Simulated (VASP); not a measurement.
Crystal: SiC.

```
Si C
1.0
     0.00000    2.17900    2.17900
     2.17900    0.00000    2.17900
     2.17900    2.17900    0.00000
Si C
1 1
Direct
  0.00000 0.00000 0.00000
  0.75000 0.75000 0.75000
```

Base run:

```yaml
Program: VASP 6.6.1
Functional: BLYP
Potentials_or_basis: VASP PAW PBE potentials, release 64 (Si, C)
Cutoff: 600 eV
k_mesh: 10 × 10 × 10
Occupations: fermi-dirac, width 0.05 eV
Spin: no spin polarisation
```

Its results: band gap on the k mesh 1.70 eV (least direct gap 4.84 eV); pressure 8.3 GPa.

Task: The run is repeated on the same cell with these changes: functional from BLYP to r2SCAN; cutoff from 600 eV to 660 eV; dispersion from none to D3(BJ). What comes out?

Result: Band gap on the k mesh 1.73 eV (least direct gap 5.06 eV); pressure -2.9 GPa.

Several settings changed at once.

Caveats: the PAW data sets were made with another functional, which shifts forces and pressure a little; the cell stands under pressure (at least some runs).

A k mesh can miss the band edges.
